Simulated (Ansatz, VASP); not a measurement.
CoO in VASP and in Ansatz

Contents of INCAR:

```
SYSTEM = CoO
  PREC = Accurate
  ENCUT = 520
  EDIFF = 1E-6
  ISMEAR = 0
  SIGMA = 0.05
  LREAL = .False.
  LASPH = .True.
  NELM = 150
  ALGO = Normal
  ISIF = 2
  LWAVE = .False.
  LCHARG = .False.
  ISPIN = 2
  MAGMOM = 2.76 0
  LORBIT = 11
  LMAXMIX = 4
  GGA = PE
  NBANDS = 18
```

File KPOINTS:

```
Automatic mesh
0
Gamma
  14 14 14
  0 0 0
```

POSCAR

```
CoO
1.0
    0.0000000000      2.1245315500      2.1245315500
    2.1245315500      0.0000000000      2.1245315500
    2.1245315500      2.1245315500      0.0000000000
Co O
1 1
Direct
    0.0000000000      0.0000000000      0.0000000000
    0.5000000000      0.5000000000      0.5000000000
```

Input for Ansatz:

```yaml
crystal:
  lattice:
    - [0.0, 2.12453155, 2.12453155]
    - [2.12453155, 0.0, 2.12453155]
    - [2.12453155, 2.12453155, 0.0]
  atoms:
    - { symbol: Co, position: [0.0, 0.0, 0.0], spin: 2.76 }
    - { symbol: O, position: [0.5, 0.5, 0.5] }
basis:
  ecutwfc: 420
  ecutrho_ratio: 4
kpoints:
  mp_grid: { grid: [14, 14, 14] }
hamiltonian:
  xc: pbe
scf:
  occupations: { method: gaussian, width: 0.05 }
output:
  forces: true
  stress: true
  eigenvalues: true
  populations: true
magnetization:
  spin_polarized: true
```

Alike in both runs: task single point; functional PBE; k mesh 14 × 14 × 14; occupations gaussian, width 0.05 eV; collinear spin.

```csv
,VASP,Ansatz
version,VASP 6.6.1,Ansatz 0.2.0
potentials or method,"VASP PAW PBE potentials, release 64 (Co, O), cutoff 520 eV","scalar-relativistic, plane waves, PAW"
valence electrons in the cell,15,23
```

|  | VASP | Ansatz | Ansatz less VASP |
| --- | --- | --- | --- |
| gap on the k mesh at the Fermi level (eV) | none | none | - |
| pressure (GPa) | -0.5 | 0.0 | +0.52 |
| net moment per atom (μB) | 1.46 | 1.48 | +0.017 |
| size of the moment on the site where the two differ most (μB) | 2.57 | 2.51 | -0.059 |

Site moments also hang on the region over which each program counts them. A gap of «none» marks a metal or a gap that the smearing closes. VASP's potentials hold 15 valence electrons a cell and Ansatz's 23, so a difference there can come from the potentials and not from the codes.
